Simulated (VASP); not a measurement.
A run of VASP 6.6.1 is set up as follows.

File POSCAR:

```
SnO2
1.0
    4.7648180450      0.0000000000      0.0000000000
    0.0000000000      4.7648180450      0.0000000000
    0.0000000000      0.0000000000      3.2074997700
Sn O
2 4
Direct
    0.5000000000      0.5000000000      0.5000000000
    0.0000000000      0.0000000000      0.0000000000
    0.1940277000      0.8059723000      0.5000000000
    0.8059723000      0.1940277000      0.5000000000
    0.3059723000      0.3059723000      0.0000000000
    0.6940277000      0.6940277000      0.0000000000
```

The input INCAR.step1:

```
PREC = Accurate ; ENCUT = 520
ISMEAR = -1 ; SIGMA = 0.01
LREAL = F ; LASPH = T
NELM = 60 ; NBANDS = 35
GGA = PE ; ALGO = Normal
EDIFF = 1E-4 ; LWAVE = T
LCHARG = F
```

The input INCAR.step2:

```
PREC = Accurate ; ENCUT = 520
EDIFF = 1E-6 ; ISMEAR = -1
SIGMA = 0.01 ; LREAL = F
LASPH = T ; NELM = 60
ALGO = Normal ; ISIF = 2
LWAVE = F ; LCHARG = F
METAGGA = R2SCAN ; LMIXTAU = T
NBANDS = 35 ; ISTART = 1
```

KPOINTS

```
regular mesh
0
Gamma
  7 7 10
```

Potentials or basis: VASP PAW PBE potentials, release 64 (Sn_d, O).

The run is started by

```console
$ cat potpaw_PBE.64/Sn_d/POTCAR potpaw_PBE.64/O/POTCAR > POTCAR
$ cp INCAR.step1 INCAR
$ mpirun -np 1 vasp_std > vasp.out
$ cp INCAR.step2 INCAR
$ mpirun -np 1 vasp_std > vasp.out
```

(1) Predict the largest force.

(2) What does it give for the pressure?

(3) Estimate the band gap on the k mesh.

Results:

(1) 0.019 eV/Å.

(2) 0.2 GPa.

(3) 1.74 eV, direct.

Caveat: the PAW data sets were made with another functional, which shifts forces and pressure a little; spin-orbit coupling is left out, which moves the levels of the heavy elements.
